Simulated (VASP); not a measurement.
ZnO: single point with HSE06

Crystal: ZnO.

```
Zn O
1.0
     0.00000    2.13377    2.13377
     2.13377    0.00000    2.13377
     2.13377    2.13377    0.00000
Zn O
1 1
Direct
  0.00000 0.00000 0.00000
  0.50000 0.50000 0.50000
```

```json
{
 "Program": "VASP 6.6.1",
 "Task": "single point",
 "Functional": "HSE06",
 "Potentials or basis": "VASP PAW PBE potentials, release 64 (Zn, O)",
 "Cutoff": "520 eV",
 "k mesh": "4 × 4 × 4",
 "Occupations": "gaussian, width 0.01 eV",
 "Spin": "no spin polarisation"
}
```

- Pressure: 2.4 GPa
- Band gap on the k mesh: 2.70 eV (least direct gap 3.94 eV)

Levels at points of the mesh, in eV from the valence-band top:
```tsv
k point	band 5	band 6	band 7	band 8	band 9	band 10	band 11	band 12	band 13	band 14
(0.00, 0.00, 0.00)	-5.86	-5.86	-1.24	-1.24	-1.24	2.70	20.06	20.06	20.06	20.25
(0.50, 0.00, 0.00)	-5.57	-5.57	-4.32	0.00	0.00	7.25	11.67	15.04	15.04	21.66
(0.50, 0.50, 0.00)	-5.45	-5.45	-5.17	-2.81	-2.81	6.36	13.01	13.08	18.10	18.10
```

Wall time 5 min on 1 thread of AMD EPYC 7R43 64-Core Processor (Zen 3) (shared host), peak memory 0.21 GiB.

Caveat: the k points lie up to 0.64 Å⁻¹ apart; the PAW data sets were made with another functional, which shifts forces and pressure a little. A k mesh can miss the band edges.
